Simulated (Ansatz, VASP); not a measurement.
**W: VASP beside Ansatz**

The input INCAR:

```
SYSTEM = W
ALGO = Normal
EDIFF = 1E-6
ENCUT = 520
GGA = PE
ISIF = 2
ISMEAR = -1
LASPH = .TRUE.
LCHARG = .FALSE.
LREAL = .FALSE.
LWAVE = .FALSE.
NBANDS = 21
NELM = 60
PREC = Accurate
SIGMA = 0.1
```

The input KPOINTS:

```
k-points
0
G
  12 12 12
  0 0 0
```

The input POSCAR:

```
W
1.0
    0.0000000000      2.6491881896      2.6491881896
    2.6491881896      0.0000000000      2.6491881896
    2.6491881896      2.6491881896      0.0000000000
W
2
Direct
   -0.1250000000     -0.1250000000     -0.1250000000
    0.1250000000      0.1250000000      0.1250000000
```

Input for Ansatz:

```yaml
crystal:
  lattice:
    - [0.0, 2.6491881896, 2.6491881896]
    - [2.6491881896, 0.0, 2.6491881896]
    - [2.6491881896, 2.6491881896, 0.0]
  atoms:
    - { symbol: W, position: [-0.125, -0.125, -0.125] }
    - { symbol: W, position: [0.125, 0.125, 0.125] }
kpoints:
  mp_grid: { grid: [12, 12, 12] }
scf:
  occupations: { method: fermi_dirac, width: 0.1 }
hamiltonian:
  xc: pbe
  pseudopotentials: { kind: all_electron, lapw: { basis_error: 0.001 } }
output:
  forces: true
  stress: true
  eigenvalues: true
  populations: true
```

Change from the starting cell: volume scaled by 0.75, LAPW.

Alike in both runs: task single point; functional PBE; k mesh 12 × 12 × 12; occupations fermi-dirac, width 0.1 eV; no spin polarisation.

|  | VASP | Ansatz |
| --- | --- | --- |
| version | VASP 6.6.1 | Ansatz 0.2.0 |
| potentials or method | VASP PAW PBE potentials, release 64 (W_sv), cutoff 520 eV | all-electron LAPW, scalar-relativistic |

|  | VASP | Ansatz | Ansatz less VASP |
| --- | --- | --- | --- |
| pressure (GPa) | 62.9 | 59.5 | -3.42 |

Both programs put the cell under a high pressure, so it lies far from rest at this level. Ansatz ran all-electron here, and VASP with PAW potentials.

Neither program's run includes spin-orbit coupling. Noted on VASP's run: the cell as given lies far from equilibrium.
